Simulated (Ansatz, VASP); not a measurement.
Ge3P4: VASP beside Ansatz

```
Ge P
1.0
     0.00000    5.65260    5.65260
     5.65260    0.00000    5.65260
     5.65260    5.65260    0.00000
Ge P
6 8
Direct
  0.50000 0.00000 0.50000
  0.50000 0.00000 0.00000
  0.00000 0.00000 0.50000
  0.00000 0.50000 0.00000
  0.00000 0.50000 0.50000
  0.50000 0.50000 0.00000
  0.89418 0.31747 0.89418
  0.10582 0.10582 0.10582
  0.89418 0.89418 0.89418
  0.68253 0.10582 0.10582
  0.89418 0.89418 0.31747
  0.31747 0.89418 0.89418
  0.10582 0.10582 0.68253
  0.10582 0.68253 0.10582
```

Alike in both runs: functional PBE; k mesh 6 × 6 × 6; occupations gaussian, width 0.1 eV; no spin polarisation.

Ansatz relaxed the structure, and its values are those at the end. VASP's run is a single point on that final structure, the one shown.

```csv
,VASP,Ansatz
version,VASP 6.6.1,Ansatz 0.2.0
potentials or method,"VASP PAW PBE potentials, release 64 (Ge_d, P), cutoff 520 eV","scalar-relativistic, plane waves, PAW"
valence electrons in the cell,124,124
```

|  | VASP | Ansatz | Ansatz less VASP |
| --- | --- | --- | --- |
| gap on the k mesh at the Fermi level (eV) | none | none | - |
| pressure (GPa) | -0.1 | 0.0 | +0.08 |
| rms of the force components (eV/Å) | 0.013 | 0.001 | -0.0119 |

A gap of «none» marks a metal or a gap that the smearing closes. The functional is the same, so the differences come from potentials, cutoffs and numerics.
